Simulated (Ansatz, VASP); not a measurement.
## One calculation of Cr5Ru, two programs

```
Cr Ru
1.0
     0.00000    3.32251    3.32251
     3.32251    0.00000    3.32251
     3.32251    3.32251    0.00000
Cr Ru
5 1
Direct
  0.62384 0.62384 0.62384
  0.12848 0.62384 0.62384
  0.62384 0.62384 0.12848
  0.62384 0.12848 0.62384
  0.25000 0.25000 0.25000
  0.00000 0.00000 0.00000
```

Alike in both runs: functional PBE; k mesh 5 × 5 × 5; no spin polarisation.

Ansatz relaxed the structure, and its values are those at the end. VASP's run is a single point on that final structure, the one shown.

|  | VASP | Ansatz |
| --- | --- | --- |
| version | VASP 6.6.1 | Ansatz 0.2.0 |
| potentials or method | VASP PAW PBE potentials, release 64 (Cr_pv, Ru_pv), cutoff 520 eV | PAW plane waves |
| occupations | fermi-dirac, width 0.1 eV | fermi-dirac |
| valence electrons in the cell | 74 | 86 |

```csv
,VASP,Ansatz,Ansatz less VASP
gap on the k mesh at the Fermi level (eV),none,none,-
pressure (GPa),-0.2,0.0,+0.24
rms of the force components (eV/Å),0.009,0.000,-0.0089
```

A gap of «none» marks a metal or a gap that the smearing closes. VASP's potentials hold 74 valence electrons a cell and Ansatz's 86, so a difference there can come from the potentials and not from the codes.
